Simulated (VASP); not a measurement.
Runs of VASP 6.6.1 on Hf2N. The structure is that of space group P4_2/mnm (No. 136), or close to it. The cells are those of the table. 

```tsv
cell	gap on the mesh (eV)	pressure (GPa)	largest force (eV/Å)
a = 5.104, b = 5.104, c = 3.195 Å, 6 atoms	none	19.4	0.14
a = 5.074, b = 5.074, c = 3.093 Å, 6 atoms	none	33.5	(a)
a = 5.166, b = 5.166, c = 2.984 Å, 6 atoms	none	(b)	0.49
a = 4.985, b = 4.985, c = 3.205 Å, 6 atoms	none	(c)	0.12
```

Alike in all rows: task single point; level PBEsol; potentials or basis VASP PAW PBE potentials, release 64 (Hf_pv, N); no spin polarisation; k mesh 8 × 8 × 14; cutoff (eV) 520; smearing gaussian 0.15 eV.

Fill in the values left out.

(a) 0.30; (b) 34.3; (c) 33.3.

Caveats: the PAW data sets were made with another functional, which shifts forces and pressure a little; spin-orbit coupling is left out, which moves the levels of the heavy elements.

A k mesh can miss the band edges, and the runs leave out spin-orbit coupling on Hf.

A gap of «none» marks levels without a gap at the run's occupations.
